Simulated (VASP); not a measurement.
Wanted: the native input for a VASP 6.6.1 run.

```yaml
Task: single point
Functional: LDA
Potentials_or_basis: VASP PAW LDA potentials, release 64 (Si, C)
Cutoff: 520 eV
k_mesh: 12 × 8 × 8
Occupations: gaussian, width 0.01 eV
Spin: no spin polarisation
Dipole_correction: no
Further_INCAR_settings: ALGO = Normal; EDIFF = 1e-06; NBANDS = 26
```

The structure of Si3C lies in POSCAR:

```
Si3C
1.0
    1.6843059633     -2.9173035040      0.0000000000
    0.0000000000      0.0000000000     -5.6254840825
    5.1953008856      2.9995083648      0.0000000000
Si C
6 2
Direct
    0.5000000000      0.9022960503      0.1388792623
    0.0000000000      0.9704608084      0.7205543510
    0.0000000000      0.4704608084      0.2794456490
    0.5000000000      0.4022960503      0.8611207377
    0.0000000000      0.5642522697      0.6561674392
    0.0000000000      0.0642522697      0.3438325608
    0.5000000000      0.5629908715      0.1387601023
    0.5000000000      0.0629908715      0.8612398977
```

The input as run:

INCAR

```
SYSTEM = Si3C
PREC = Accurate
ENCUT = 520
EDIFF = 1E-6
ISMEAR = 0
SIGMA = 0.01
LREAL = .FALSE.
LASPH = .TRUE.
NELM = 60
ALGO = Normal
ISIF = 2
LWAVE = .FALSE.
LCHARG = .TRUE.
GGA = CA
LELF = .TRUE.
LVHAR = .TRUE.
NBANDS = 26
```

KPOINTS

```
Automatic mesh
0
G
  12 8 8
  0 0 0
```

Potentials or basis: VASP PAW LDA potentials, release 64 (Si, C).

Command:

```console
$ cat potpaw_LDA.64/Si/POTCAR potpaw_LDA.64/C/POTCAR > POTCAR
$ mpirun -np 1 vasp_std > vasp.out
```

It gave:

* Pressure: 0.2 GPa
* Largest force: 0.020 eV/Å
* Band gap on the k mesh: zero (bands 16 and 17 overlap by 0.26 eV)

Caveat: semilocal functionals underestimate gaps, so a narrow gap can read as zero.

Wall time 5.4 min on 1 thread of AMD EPYC 9R45 96-Core Processor (Zen 5), on a shared host, peak memory 0.43 GiB.
